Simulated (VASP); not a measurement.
Rb3Pt:

```
Rb Pt
1.0
     5.49880    0.00000    0.00000
     0.00000    5.49880    0.00000
     0.00000    0.00000    5.49880
Rb Pt
3 1
Direct
  0.00000 0.00000 0.50000
  0.00000 0.50000 0.00000
  0.50000 0.00000 0.00000
  0.50000 0.50000 0.50000
```

Base run:

```yaml
Program: VASP 6.6.1
Functional: PBE
Potentials_or_basis: VASP PAW PBE potentials, release 64 (Rb_sv, Pt)
Cutoff: 500 eV
k_mesh: 4 × 4 × 4
Occupations: fermi-dirac, width 0.1 eV
Spin: no spin polarisation
```

Its results: band gap on the k mesh zero (an odd number of electrons rules out a gap without spin polarisation); pressure -0.1 GPa.

Problem. The run is repeated on the same cell with these changes: functional from PBE to LDA; potentials or basis from VASP PAW PBE potentials, release 64 (Rb_sv, Pt) to VASP PAW LDA potentials, release 64 (Rb_sv, Pt). What comes out?

Solution. Band gap on the k mesh zero (an odd number of electrons rules out a gap without spin polarisation); pressure -2.1 GPa.

Caveats: spin-orbit coupling is left out, which moves the levels of the heavy elements.
